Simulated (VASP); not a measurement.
A run of VASP 6.6.1:

File INCAR:

```
PREC     = Accurate       # precision mode
ENCUT    = 520            # plane-wave cutoff, eV
EDIFF    = 1E-6           # SCF threshold, eV
ISMEAR   = -1             # smearing method
SIGMA    = 0.05           # smearing width, eV
LREAL    = F              # projectors in reciprocal space
LASPH    = T              # aspherical terms in the spheres
NELM     = 60             # most SCF steps
ALGO     = Normal         # electronic algorithm
ISIF     = 2              # what is computed and relaxed
LWAVE    = F              # write WAVECAR
LCHARG   = T              # write CHGCAR
GGA      = PE             # functional
LELF     = T              # ELF
LVHAR    = T            
NBANDS   = 17             # bands
```

KPOINTS

```
Automatic mesh
0
Gamma
  13 13 7
```

POSCAR

```
Hf
1.0
    3.1966985242      0.0000000000      0.0000000000
   -1.5983492621      2.7684221302      0.0000000000
    0.0000000000      0.0000000000      5.2095340000
Hf
2
Direct
    0.3333333333      0.6666666667      0.2500000000
    0.6666666667      0.3333333333      0.7500000000
```

Potentials or basis: VASP PAW PBE potentials, release 64 (Hf_pv).

Command:

```bash
$ cat potpaw_PBE.64/Hf_pv/POTCAR > POTCAR
$ mpirun -np 1 vasp_std > vasp.out
```

Hardware: 1 thread of Intel Xeon 8259CL (shared host).

How long does it take, and how much memory?

Run time: 71 s on 1 thread of Intel Xeon 8259CL, with other jobs on the host, peak memory 0.2 GiB. Counts: scf iterations 12, k points 84.
